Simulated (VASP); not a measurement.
Write the native input for VASP 6.6.1 that does the following.

* Task: single point
* Functional: PBE
* Potentials or basis: VASP PAW PBE potentials, release 64 (Bi_d, Te)
* Cutoff: 520 eV
* k mesh: 14 × 14 × 14
* Occupations: gaussian, width 0.15 eV
* Spin: no spin polarisation
* Dipole correction: no
* Further INCAR settings: ALGO = Normal; EDIFF = 1e-07; NBANDS = 18

The structure of BiTe lies in POSCAR:

```
BiTe
1.0
    0.0000000000      3.2350000000      3.1864750000
    3.2350000000      0.0000000000      3.1864750000
    3.2350000000      3.2350000000      0.0000000000
Bi Te
1 1
Direct
    0.0000000000      0.0000000000      0.0000000000
    0.5000000000      0.5000000000      0.5000000000
```

This cell differs from its parent crystal: strain +0.000 along x and y, -0.015 along z.

These files were run (other wordings do the same):

INCAR

```
SYSTEM = BiTe
PREC = Accurate ; ENCUT = 520
EDIFF = 1E-7 ; ISMEAR = 0
SIGMA = 0.15 ; LREAL = .FALSE.
LASPH = .TRUE. ; NELM = 100
ALGO = Normal ; ISIF = 2
LWAVE = .FALSE. ; LCHARG = .TRUE.
GGA = PE ; LELF = .TRUE.
LVHAR = .TRUE. ; NBANDS = 18
```

KPOINTS

```
regular mesh
0
G
  14 14 14
  0 0 0
```

Potentials or basis: VASP PAW PBE potentials, release 64 (Bi_d, Te).

Launch:

```console
$ cat potpaw_PBE.64/Bi_d/POTCAR potpaw_PBE.64/Te/POTCAR > POTCAR
$ mpirun -np 1 vasp_std > vasp.out
```

It gave:

| Item | Value |
| --- | --- |
| Pressure | 1.5 GPa |
| Band gap on the k mesh | zero (an odd number of electrons rules out a gap without spin polarisation) |

Caveat: the cell differs from its parent crystal (strain +0.000 along x and y, -0.015 along z); spin-orbit coupling is left out, which moves the levels of the heavy elements.

Run time: 3.1 min on 1 thread of Intel(R) Xeon(R) Platinum 8124M CPU @ 3.00GHz (Skylake/Cascade Lake) (shared host), peak memory 0.43 GiB.
